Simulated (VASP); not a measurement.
Input of a VASP 6.6.1 run:

Contents of INCAR:

```
SYSTEM = TaSi2
PREC = Accurate
ENCUT = 520
EDIFF = 1E-6
ISMEAR = 0
SIGMA = 0.1
LREAL = .False.
LASPH = .True.
NELM = 100
ALGO = Normal
ISIF = 2
LWAVE = .False.
LCHARG = .False.
GGA = PE
NBANDS = 38
```

Contents of KPOINTS:

```
Automatic mesh
0
Gamma
  12 12 6
  0 0 0
```

Contents of POSCAR:

```
TaSi2
1.0
    4.8057197831     -0.0000000029      0.0000000000
   -2.4028598891      4.1618754171      0.0000000000
    0.0000000000      0.0000000000      6.5971957322
Ta Si
3 6
Direct
    0.0000000000      0.5000000000      0.1666666667
    0.5000000000      0.5000000000      0.8333333333
    0.5000000000      0.0000000000      0.5000000000
    0.8410635364      0.6821270728      0.5000000000
    0.1589364636      0.8410635364      0.8333333333
    0.6821270728      0.8410635364      0.1666666667
    0.1589364636      0.3178729272      0.5000000000
    0.8410635364      0.1589364636      0.8333333333
    0.3178729272      0.1589364636      0.1666666667
```

Potentials or basis: VASP PAW PBE potentials, release 64 (Ta_pv, Si).

The run is started by

```console
$ cat potpaw_PBE.64/Ta_pv/POTCAR potpaw_PBE.64/Si/POTCAR > POTCAR
$ mpirun -np 1 vasp_std > vasp.out
```

Task: What does it give for the pressure?

Result: 0.1 GPa.

Task: Estimate the largest force.

Result: 0.006 eV/Å.

Forces in eV/Å, atoms in the order of the input:
```
Ta   0.000  0.000  0.000
Ta   0.000  0.000  0.000
Ta   0.000  0.000  0.000
Si   0.000  0.006  0.000
Si  -0.005  0.003  0.000
Si   0.005  0.003  0.000
Si   0.000 -0.006  0.000
Si   0.005 -0.003  0.000
Si  -0.005 -0.003  0.000
```
